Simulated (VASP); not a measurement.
# SrO (I-4m2) in VASP: settings compared

Aim: see how the results for SrO move with the level of theory and the settings. Levels: PBE, r2SCAN. Tasks: single point.

All numbers are computed with VASP 6.6.1; they aren't measurements. Logs are shortened: lines on timing, memory, paths and dates and some standing lists are left out, and cuts for length are marked.

## Step 1: The cell of the first run

The structure is tetragonal, space group I-4m2 (No. 119). The conventional cell has a = 3.792 Å, b = 3.792 Å, c = 5.914 Å, α = 90.00°, β = 90.00°, γ = 90.00°. Within 3.2 Å of Sr (site symmetry -4m2) lie 4 O at 2.40 Å. Within 3.2 Å of O (site symmetry -4m2) lie 4 Sr at 2.40 Å.

## Step 2: Single point, PBE (epitaxial xy strain -4.0%)

INCAR

```
ALGO = Normal ; EDIFF = 1E-7
ENCUT = 520 ; GGA = PE
ISIF = 2 ; ISMEAR = -1
LASPH = T ; LCHARG = T
LELF = T ; LREAL = F
LVHAR = T ; LWAVE = F
NBANDS = 15 ; NELM = 80
PREC = Accurate ; SIGMA = 0.02
```

KPOINTS

```
k-points
0
Gamma
  8 8 8
```

POSCAR

```
SrO
1.0
    0.0000000000      2.6814269745      2.9568456470
    2.6814269745      0.0000000000      2.9568456470
    2.6814269745      2.6814269745      0.0000000000
Sr O
1 1
Direct
    0.0000000000      0.0000000000      0.0000000000
    0.2500000000      0.2500000000      0.2500000000
```

Potentials or basis: VASP PAW PBE potentials, release 64 (Sr_sv, O).

Launch:

```sh
$ cat potpaw_PBE.64/Sr_sv/POTCAR potpaw_PBE.64/O/POTCAR > POTCAR
$ mpirun -np 1 vasp_std > vasp.out
```

OUTCAR:

```text
EDIFF = 1E-7
   ENCUT = 520
   GGA = PE
   ISIF = 2
   ISMEAR = -1
   LASPH = T
   LREAL = F
   NELM = 80
   PREC = Accurate

 ion  position               nearest neighbor table
   1  0.000  0.000  0.000-   2 2.40   2 2.40   2 2.40   2 2.40
   2  0.250  0.250  0.250-   1 2.40   1 2.40   1 2.40   1 2.40

  LATTYP: Found a body centered tetragonal cell.
 ALAT       =     3.7921103939
 C/A-ratio  =     1.5594723465

  Lattice vectors:

 A1 = (  -2.6814269745,   0.0000000000,   2.9568456470)
 A2 = (   2.6814269745,   0.0000000000,   2.9568456470)
 A3 = (   0.0000000000,   2.6814269745,  -2.9568456470)

Analysis of symmetry for initial positions (statically):
=====================================================================
 Subroutine PRICEL returns:
 Original cell was already a primitive cell.

 Routine SETGRP: Setting up the symmetry group for a
 body centered tetragonal supercell.

 Subroutine GETGRP returns: Found  8 space group operations
 (whereof  8 operations were pure point group operations)
 out of a pool of 16 trial point group operations.

The static configuration has the point symmetry D_2d.

Analysis of symmetry for dynamics (positions and initial velocities):
=====================================================================
 Subroutine PRICEL returns:
 Original cell was already a primitive cell.

 Routine SETGRP: Setting up the symmetry group for a
 body centered tetragonal supercell.

 Subroutine GETGRP returns: Found  8 space group operations
 (whereof  8 operations were pure point group operations)
 out of a pool of 16 trial point group operations.

The dynamic configuration has the point symmetry D_2d.

 Subroutine INISYM returns: Found  8 space group operations
 (whereof  8 operations are pure point group operations),
 and found     1 'primitive' translations

----------------------------------------------------------------------------------------

                                     Primitive cell

  volume of cell :      42.5197

  direct lattice vectors                    reciprocal lattice vectors
     0.000000000  2.681426974  2.956845647    -0.186467879  0.186467879  0.169099121
     2.681426974  0.000000000  2.956845647     0.186467879 -0.186467879  0.169099121
     2.681426974  2.681426974  0.000000000     0.186467879  0.186467879 -0.169099121

  length of vectors
[... 80 lines left out ...]
   ENCUT  =  520.0 eV  38.22 Ry    6.18 a.u.   7.42  7.42  7.05*2*pi/ulx,y,z
   NELM   =     80;   NELMIN=  2; NELMDL= -5     # of ELM steps
   EDIFF  = 0.1E-06   stopping-criterion for ELM
   LREAL  =      F    real-space projection
   EDIFFG = 0.1E-05   stopping-criterion for IOM
   NSW    =      0    number of steps for IOM
   IBRION =     -1    ionic relax: 0-MD 1-quasi-New 2-CG
   NFREE  =      0    steps in history (QN), initial steepest desc. (CG)
   ISIF   =      2    stress and relaxation
   ISYM   =      2    0-nonsym 1-usesym 2-fastsym
   POTIM  = 0.5000    time-step for ionic-motion
   TEBEG  =    0.0;   TEEND  =   0.0 temperature during run
   PSTRESS=    0.0 pullay stress
   NELECT =      16.0000    total number of electrons
   NUPDOWN=      -1.0000    fix difference up-down
   EMIN   =  10.00;   EMAX   =-10.00  energy-range for DOS
   EFERMI =   0.00;   METHOD = LEGACY
   ISMEAR =    -1;   SIGMA  =   0.02  broadening in eV -4-tet -1-fermi 0-gaus
   EFERMI_NEDOS =   21; number of points for ismear=-14 and -15
   IALGO  =     38    algorithm
   IMIX   =      4    mixing-type and parameters
     AMIX     =   0.40;   BMIX     =  1.00
     AMIX_MAG =   1.60;   BMIX_MAG =  1.00
  volume/ion in A,a.u.               =      21.26       143.47
  Fermi-wavevector in a.u.,A,eV,Ry     =   1.181911  2.233487 19.006151  1.396913
  Thomas-Fermi vector in A             =   2.318175
   LORBIT       =      0    0 simple, 1 ext, 2 COOP (PROOUT), +10 PAW based schemes
   GGA     = PE    functional components
[... 5 lines left out ...]
 non-spin polarized calculation
  energy-cutoff  :      520.00
  volume of cell :       42.52
 maximum number of plane-waves:      1158
 NGX is ok and might be reduce to    30
   NGX = 15   NGY = 15   NGZ = 15

 number of electron      15.9999998 magnetization

 Free energy of the ion-electron system (eV)
  ---------------------------------------------------
  ext. energy  EPLUGINS =         0.00000000
  ---------------------------------------------------
  free energy    TOTEN  =       -11.73408945 eV

  energy without entropy =      -11.73408945  energy(sigma->0) =      -11.73408945

 E-fermi :   0.8431     XC(G=0):  -8.7333

 val. band max:        0.4336866917   @ k =  -0.3750   0.5000   0.1250
 cond. band min:       2.9693783086   @ k =   0.0000   0.0000   0.0000
 fundamental gap:      2.5356916169
 Fermi energy:         0.8431361192

 k-point     1 :       0.0000    0.0000    0.0000
  band No.  band energies     occupation
      1     -31.7795      2.00000
      2     -14.4179      2.00000
      3     -13.6615      2.00000
      4     -13.6615      2.00000
      5     -13.6464      2.00000
      6      -0.5201      2.00000
      7      -0.4474      2.00000
      8      -0.4474      2.00000
      9       2.9694      0.00000
     10       7.9159      0.00000
     11       9.0345      0.00000
     12       9.0930      0.00000
     13      10.2754      0.00000
     14      10.2754      0.00000
[... 401 lines left out ...]
      2     -15.5626      2.00000
      3     -13.8133      2.00000
      4     -13.7587      2.00000
      5     -12.6667      2.00000
      6      -0.6651      2.00000
      7      -0.2262      2.00000
      8      -0.0448      2.00000
      9       5.4561      0.00000
     10       6.9789      0.00000
     11       8.2564      0.00000
     12       8.9766      0.00000
     13      10.5327      0.00000
     14      10.8508      0.00000
     15      12.6532      0.00000

 [... further k-points ...]
[... 5 lines left out ...]
  --------------------------------------------------------------------------------------
  -------------------------------------------------------------------------------------
  Total        0.8756842      0.8756842      0.3992701      0.0000000      0.0000000      0.0000000
  in kB       32.9964722     32.9964722     15.0448136      0.0000000      0.0000000      0.0000000
  external PRESSURE =      27.0125860 kB  Pullay stress =       0.0000000 kB

 VOLUME and BASIS-vectors are now :
 -----------------------------------------------------------------------------
  energy-cutoff  :      520.00
  volume of cell :       42.52
      direct lattice vectors                 reciprocal lattice vectors
     0.000000000  2.681426974  2.956845647    -0.186467879  0.186467879  0.169099121
     2.681426974  0.000000000  2.956845647     0.186467879 -0.186467879  0.169099121
     2.681426974  2.681426974  0.000000000     0.186467879  0.186467879 -0.169099121

 POSITION                                       TOTAL-FORCE (eV/Angst)
 -----------------------------------------------------------------------------------
      0.00000      0.00000      0.00000        -0.000000     -0.000000      0.000000
      1.34071      1.34071      1.47842         0.000000      0.000000     -0.000000
 -----------------------------------------------------------------------------------
    total drift:                                0.000002      0.000002      0.000001

  FREE ENERGIE OF THE ION-ELECTRON SYSTEM (eV)
  ---------------------------------------------------
  free  energy   TOTEN  =       -11.7340894541 eV

  energy  without entropy=      -11.7340894541  energy(sigma->0) =      -11.73408945
```

It took 51 s on 1 thread of AMD EPYC 7R43 (Zen 3), shared host; peak memory 0.15 GiB.

What came out:

| Item | Value |
| --- | --- |
| Free energy | -11.7341 eV |
| Pressure | 2.7 GPa |
| Band gap on the k mesh | 2.54 eV, indirect (least direct gap 3.42 eV) |

Stress tensor (GPa, compression positive):
```
3.30 0.00 0.00
0.00 3.30 0.00
0.00 0.00 1.50
```

Caveat: the cell differs from its parent crystal (epitaxial xy strain -4.0%). A k mesh can miss the band edges.

## Step 3: Single point, r2SCAN (epitaxial xy strain -4.0%)

POSCAR is that of step 2.

INCAR.step1

```
ALGO = Normal
EDIFF = 1E-4
ENCUT = 520
GGA = PE
ISMEAR = 0
LASPH = True
LCHARG = False
LREAL = False
LWAVE = True
NBANDS = 15
NELM = 60
PREC = Accurate
SIGMA = 0.01
```

INCAR.step2

```
ALGO = Normal
EDIFF = 1E-6
ENCUT = 520
ISIF = 2
ISMEAR = 0
ISTART = 1
LASPH = True
LCHARG = False
LMIXTAU = True
LREAL = False
LWAVE = False
METAGGA = R2SCAN
NBANDS = 15
NELM = 60
PREC = Accurate
SIGMA = 0.01
```

KPOINTS is that of step 2.

Potentials or basis: VASP PAW PBE potentials, release 64 (Sr_sv, O).

Launch:

```sh
$ cat potpaw_PBE.64/Sr_sv/POTCAR potpaw_PBE.64/O/POTCAR > POTCAR
$ cp INCAR.step1 INCAR
$ mpirun -np 1 vasp_std > vasp.out
$ cp INCAR.step2 INCAR
$ mpirun -np 1 vasp_std > vasp.out
```

Wall time 3.2 min (1 thread of AMD EPYC 7R43 (Zen 3), shared host); peak memory 0.16 GiB.

It converged, with:

- Free energy: -26.6114 eV
- Pressure: 1.7 GPa
- Band gap on the k mesh: 2.93 eV, indirect (least direct gap 3.81 eV)

Stress tensor (GPa, compression positive):
```
2.29 0.00 0.00
0.00 2.29 0.00
0.00 0.00 0.59
```

Levels at points of the mesh, in eV from the valence-band top:
| k point | band 4 | band 5 | band 6 | band 7 | band 8 | band 9 | band 10 | band 11 | band 12 | band 13 |
| --- | --- | --- | --- | --- | --- | --- | --- | --- | --- | --- |
| (0.00, 0.00, 0.00) | -14.55 | -14.53 | -0.95 | -0.88 | -0.88 | 2.93 | 8.10 | 9.22 | 9.25 | 10.49 |
| (0.50, 0.00, 0.00) | -14.61 | -13.67 | -0.78 | -0.67 | -0.50 | 5.69 | 7.67 | 8.11 | 8.37 | 10.54 |
| (0.50, 0.50, 0.00) | -14.74 | -13.14 | -1.49 | 0.00 | 0.00 | 4.71 | 6.00 | 10.44 | 10.71 | 10.71 |
| (0.50, 0.00, 0.50) | -14.73 | -13.43 | -1.49 | -0.13 | -0.05 | 5.05 | 6.19 | 10.41 | 10.43 | 10.91 |

Caveat: the cell differs from its parent crystal (epitaxial xy strain -4.0%); the PAW data sets were made with another functional, which shifts forces and pressure a little.
